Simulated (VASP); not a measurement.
# MnAl3 (Fm-3m) in VASP: settings compared, part 2 of 2

VASP 6.6.1. Earlier steps stand in the parts before.

### 4 Relaxation of cell and atoms, PBEsol

The input, INCAR:

```
SYSTEM = MnAl3
PREC = Accurate ; ENCUT = 600
EDIFF = 1E-6 ; ISMEAR = 0
SIGMA = 0.1 ; LREAL = .False.
LASPH = .True. ; NELM = 80
ALGO = Normal ; ISIF = 3
LWAVE = .False. ; LCHARG = .False.
GGA = PS ; IBRION = 2
NSW = 80 ; EDIFFG = -0.01
```

The input, KPOINTS:

```
regular mesh
0
Gamma
  12 12 12
  0 0 0
```

The input, POSCAR:

```
MnAl3
1.0
    0.0000000000      3.0078250317      3.0078250317
    3.0078250317      0.0000000000      3.0078250317
    3.0078250317      3.0078250317      0.0000000000
Al Mn
3 1
Direct
    0.2500000000      0.2500000000      0.2500000000
    0.7500000000      0.7500000000      0.7500000000
    0.5000000000      0.5000000000      0.5000000000
    0.0000000000      0.0000000000      0.0000000000
```

Potentials or basis: VASP PAW PBE potentials, release 64 (Al, Mn_pv).

The run is started by

```
cat potpaw_PBE.64/Al/POTCAR potpaw_PBE.64/Mn_pv/POTCAR > POTCAR
mpirun -np 1 vasp_std > vasp.out
```

OUTCAR:

```text
SYSTEM = MnAl3
   PREC = Accurate
   ENCUT = 600
   EDIFF = 1E-6
   ISMEAR = 0
   LREAL = .False.
   LASPH = .True.
   NELM = 80
   ISIF = 3
   GGA = PS
   IBRION = 2
   NSW = 80
   EDIFFG = -0.01

 ion  position               nearest neighbor table
   1  0.250  0.250  0.250-   3 2.60   4 2.60   4 2.60   4 2.60   4 2.60   3 2.60   3 2.60   3 2.60
                             2 3.01   2 3.01   2 3.01   2 3.01   2 3.01   2 3.01
   2  0.750  0.750  0.750-   3 2.60   4 2.60   3 2.60   3 2.60   3 2.60   4 2.60   4 2.60   4 2.60
                             1 3.01   1 3.01   1 3.01   1 3.01   1 3.01   1 3.01
   3  0.500  0.500  0.500-   1 2.60   2 2.60   1 2.60   1 2.60   1 2.60   2 2.60   2 2.60   2 2.60
                             4 3.01   4 3.01   4 3.01   4 3.01   4 3.01   4 3.01
   4  0.000  0.000  0.000-   1 2.60   2 2.60   2 2.60   2 2.60   2 2.60   1 2.60   1 2.60   1 2.60
                             3 3.01   3 3.01   3 3.01   3 3.01   3 3.01   3 3.01

  LATTYP: Found a face centered cubic cell.
 ALAT       =     6.0156500634

  Lattice vectors:

 A1 = (   0.0000000000,   3.0078250317,   3.0078250317)
 A2 = (   3.0078250317,   0.0000000000,   3.0078250317)
 A3 = (   3.0078250317,   3.0078250317,   0.0000000000)

Analysis of symmetry for initial positions (statically):
=====================================================================
 Subroutine PRICEL returns:
 Original cell was already a primitive cell.

 Routine SETGRP: Setting up the symmetry group for a
 face centered cubic supercell.

 Subroutine GETGRP returns: Found 48 space group operations
 (whereof 48 operations were pure point group operations)
 out of a pool of 48 trial point group operations.
[... 251 lines left out ...]
  free energy    TOTEN  =       -21.59286370 eV

  energy without entropy =      -21.57046910  energy(sigma->0) =      -21.58166640

 E-fermi :   9.4478     XC(G=0): -11.4694

 val. band max:        9.4445551193   @ k =   0.2500   0.2500   0.0000
 cond. band min:       9.4544813148   @ k =  -0.4167   0.1667   0.0833
 fundamental gap:      0.0099261955
 Fermi energy:         9.4477982097

 k-point     1 :       0.0000    0.0000    0.0000
  band No.  band energies     occupation
      1     -37.5970      2.00000
      2     -37.5970      2.00000
      3     -37.5970      2.00000
      4      -1.9547      2.00000
      5       6.8480      2.00000
      6       6.8480      2.00000
      7       6.8480      2.00000
      8       8.4454      2.00000
      9       8.4454      2.00000
     10       9.4902      0.54892
     11       9.4902      0.54892
     12       9.4902      0.54892
     13      11.6378      0.00000
     14      12.7446      0.00000
[... 401 lines left out ...]
      2     -37.5976      2.00000
      3     -37.5974      2.00000
      4       0.9361      2.00000
      5       1.8182      2.00000
      6       5.0941      2.00000
      7       6.3035      2.00000
      8       7.6275      2.00000
      9       8.4983      2.00000
     10       8.9276      2.00000
     11       9.3933      1.55908
     12       9.5676      0.09028
     13      10.3686      0.00000
     14      12.3165      0.00000
     15      12.5417      0.00000

 [... further k-points ...]

------------------------ aborting loop because EDIFF is reached ----------------------------------------

  FORCE on cell =-STRESS in cart. coord.  units (eV):
  Direction    XX          YY          ZZ          XY          YZ          ZX
  --------------------------------------------------------------------------------------
  -------------------------------------------------------------------------------------
  Total       -0.0030484     -0.0030484     -0.0030484      0.0000000     -0.0000000     -0.0000000
  in kB       -0.0908883     -0.0908883     -0.0908883      0.0000000     -0.0000000     -0.0000000
  external PRESSURE =      -0.0908883 kB  Pullay stress =       0.0000000 kB
[... 19 lines left out ...]
  FREE ENERGIE OF THE ION-ELECTRON SYSTEM (eV)
  ---------------------------------------------------
  free  energy   TOTEN  =       -21.5928636992 eV

  energy  without entropy=      -21.5704691002  energy(sigma->0) =      -21.58166640

 reached required accuracy - stopping structural energy minimisation
```

CONTCAR:

```text
MnAl3
   1.00000000000000
     0.0000000000000000    2.9951123223798053    2.9951123223798053
     2.9951123223798053    0.0000000000000000    2.9951123223798053
     2.9951123223798053    2.9951123223798053   -0.0000000000000000
  Al              Mn
     3     1
Direct
     0.2500000000000000    0.2500000000000000    0.2500000000000000
     0.7500000000000000    0.7500000000000000    0.7500000000000000
     0.5000000000000000    0.5000000000000000    0.5000000000000000
     0.0000000000000000    0.0000000000000000    0.0000000000000000

  0.00000000E+00  0.00000000E+00  0.00000000E+00
  0.00000000E+00  0.00000000E+00  0.00000000E+00
  0.00000000E+00  0.00000000E+00  0.00000000E+00
  0.00000000E+00  0.00000000E+00  0.00000000E+00
```

Wall time 60 s (1 thread of Intel Xeon 6975P-C (Granite Rapids), shared host); peak memory 0.26 GiB.

Results:

| Quantity | Value |
| --- | --- |
| Free energy | -21.5929 eV |
| Relaxed volume | 13.43 Å³/atom |
| Relaxed cell | a = 4.236 Å, b = 4.236 Å, c = 4.236 Å, α = 60.00°, β = 60.00°, γ = 60.00° |
| Space group after relaxing (to 0.1 Å) | Fm-3m (No. 225) |
| Energy gained by relaxing | 0.9 meV/atom |
| Ionic steps | 3 |
| Pressure after relaxing | 0.0 GPa |
| Band gap on the k mesh | zero (bands 11 and 12 overlap by 1.24 eV) |

The path:
```
step  energy change (eV)  largest force (eV/Å)  pressure (GPa)  volume (Å³)
   1              0.0000                0.0000           -1.64        54.42
   2             -0.0023                0.0000            1.08        53.33
   3             -0.0036                0.0000           -0.01        53.74
```

Final structure:
```
Al Mn
1.0
     0.00000    2.99511    2.99511
     2.99511    0.00000    2.99511
     2.99511    2.99511    0.00000
Al Mn
3 1
Direct
  0.25000 0.25000 0.25000
  0.75000 0.75000 0.75000
  0.50000 0.50000 0.50000
  0.00000 0.00000 0.00000
```

Caveat: the PAW data sets were made with another functional, which shifts forces and pressure a little; the run has no spin polarisation, though such a crystal can be magnetic.

### 5 Single point, PBEsol, collinear spin, ferromagnetic start

The input, INCAR:

```
SYSTEM = MnAl3
  ALGO = Normal
  EDIFF = 1E-6
  ENCUT = 520
  GGA = PS
  ISIF = 2
  ISMEAR = 0
  ISPIN = 2
  LASPH = .TRUE.
  LCHARG = .FALSE.
  LMAXMIX = 4
  LORBIT = 11
  LREAL = .FALSE.
  LWAVE = .FALSE.
  MAGMOM = 0 0 0 1.34
  NBANDS = 23
  NELM = 150
  PREC = Accurate
  SIGMA = 0.1
```

The input, KPOINTS:

```
k-points
0
G
  12 12 12
  0 0 0
```

POSCAR is that of step 4.

The run is started by

```
cat potpaw_PBE.64/Al/POTCAR potpaw_PBE.64/Mn_pv/POTCAR > POTCAR
mpirun -np 1 vasp_std > vasp.out
```

Run time: 64 s. Hardware: 1 thread of Intel Xeon 6975P-C (Granite Rapids), shared host; peak memory 0.29 GiB.

It converged, with:

- Free energy: -21.6398 eV
- Pressure: 0.2 GPa
- Net moment: 1.38 μB per cell
- Site moments: Al -0.02; Mn +1.37 μB
- Valence electrons inside the program's atomic spheres: Al 0.81, 0.80 (each value once); Mn 11.86

Levels at points of the mesh, in eV from the Fermi level:
Spin up:
| k point | band 9 | band 10 | band 11 | band 12 | band 13 | band 14 | band 15 | band 16 |
| --- | --- | --- | --- | --- | --- | --- | --- | --- |
| (0.00, 0.00, 0.00) | -1.69 | -0.08 | -0.08 | -0.08 | 2.00 | 2.78 | 2.78 | 2.78 |
| (0.50, 0.00, 0.00) | -1.26 | -1.26 | -0.50 | -0.50 | -0.02 | 1.67 | 1.67 | 3.99 |
| (0.50, 0.50, 0.00) | -2.41 | -1.16 | -1.16 | -1.16 | 0.54 | 1.64 | 6.97 | 6.97 |
Spin down:
```
           k point  band 7  band 8  band 9  band 10  band 11  band 12  band 13  band 14
(0.00, 0.00, 0.00)   -2.51   -0.64   -0.64    -0.05    -0.05    -0.05     1.95     3.42
(0.50, 0.00, 0.00)   -2.96   -0.63   -0.41    -0.41    -0.21    -0.21    -0.07     2.57
(0.50, 0.50, 0.00)   -3.86   -3.86   -2.00    -0.15    -0.15     0.10     1.70     2.55
```

Caveat: the PAW data sets were made with another functional, which shifts forces and pressure a little.

### 6 Single point, PBEsol, collinear spin, ferromagnetic start

The input, INCAR:

```
PREC = Accurate ; ENCUT = 520
EDIFF = 1E-7 ; ISMEAR = 0
SIGMA = 0.1 ; LREAL = False
LASPH = True ; NELM = 150
ALGO = Normal ; ISIF = 2
LWAVE = False ; LCHARG = True
ISPIN = 2 ; MAGMOM = 0 0 0 4
LORBIT = 11 ; LMAXMIX = 4
GGA = PS ; LELF = True
LVHAR = True ; NBANDS = 23
```

The input, KPOINTS:

```
regular mesh
0
Gamma
  12 12 12
```

POSCAR is that of step 5.

Potentials or basis: VASP PAW PBE potentials, release 64 (Al, Mn_pv).

The run is started by

```
cat potpaw_PBE.64/Al/POTCAR potpaw_PBE.64/Mn_pv/POTCAR > POTCAR
mpirun -np 1 vasp_std > vasp.out
```

It took 71 s on 1 thread of Intel Xeon 6975P-C (Granite Rapids), shared host; peak memory 0.29 GiB.

Results (log left out):

```yaml
Free_energy: -21.6398 eV
Pressure: 0.1 GPa
Net_moment: 1.38 μB per cell
Site_moments: Al -0.02; Mn +1.37 μB
Valence_electrons_inside_the_program's_atomic_spheres: Al 0.81, 0.80 (each value once); Mn 11.86
```

Levels at points of the mesh, in eV from the Fermi level:
Spin up:
| k point | band 9 | band 10 | band 11 | band 12 | band 13 | band 14 | band 15 | band 16 |
| --- | --- | --- | --- | --- | --- | --- | --- | --- |
| (0.00, 0.00, 0.00) | -1.69 | -0.08 | -0.08 | -0.08 | 2.00 | 2.78 | 2.78 | 2.78 |
| (0.50, 0.00, 0.00) | -1.26 | -1.26 | -0.50 | -0.50 | -0.02 | 1.67 | 1.67 | 3.99 |
| (0.50, 0.50, 0.00) | -2.41 | -1.16 | -1.16 | -1.16 | 0.54 | 1.64 | 6.97 | 6.97 |
Spin down:
| k point | band 7 | band 8 | band 9 | band 10 | band 11 | band 12 | band 13 | band 14 |
| --- | --- | --- | --- | --- | --- | --- | --- | --- |
| (0.00, 0.00, 0.00) | -2.51 | -0.64 | -0.64 | -0.05 | -0.05 | -0.05 | 1.95 | 3.42 |
| (0.50, 0.00, 0.00) | -2.96 | -0.63 | -0.41 | -0.41 | -0.21 | -0.21 | -0.07 | 2.57 |
| (0.50, 0.50, 0.00) | -3.86 | -3.86 | -2.00 | -0.15 | -0.15 | 0.10 | 1.70 | 2.55 |

Caveat: the PAW data sets were made with another functional, which shifts forces and pressure a little.

### 7 Overview

```tsv
task	level	spin	cell	cutoff (eV)	gap on the mesh (eV)	pressure (GPa)
single point	PBEsol	off	as given	520	none	-1.7
single point	r2SCAN	off	as given	520	none	-2.3
relaxation of cell and atoms	PBEsol	off	relaxed	600	none	0.0
single point	PBEsol	collinear, ferromagnetic start	as given	520	none	0.1
```

Alike in all rows: potentials or basis VASP PAW PBE potentials, release 64 (Al, Mn_pv); k mesh 12 × 12 × 12; smearing gaussian 0.1 eV.

The pressure there spans -2.3 GPa (r2SCAN) to 0.1 GPa (PBEsol); a positive pressure means that this level wants a larger cell, a negative one a smaller.

Caveats: the PAW data sets were made with another functional, which shifts forces and pressure a little.

Total energies depend on the potentials used, so only differences within one code and one set of settings carry meaning.
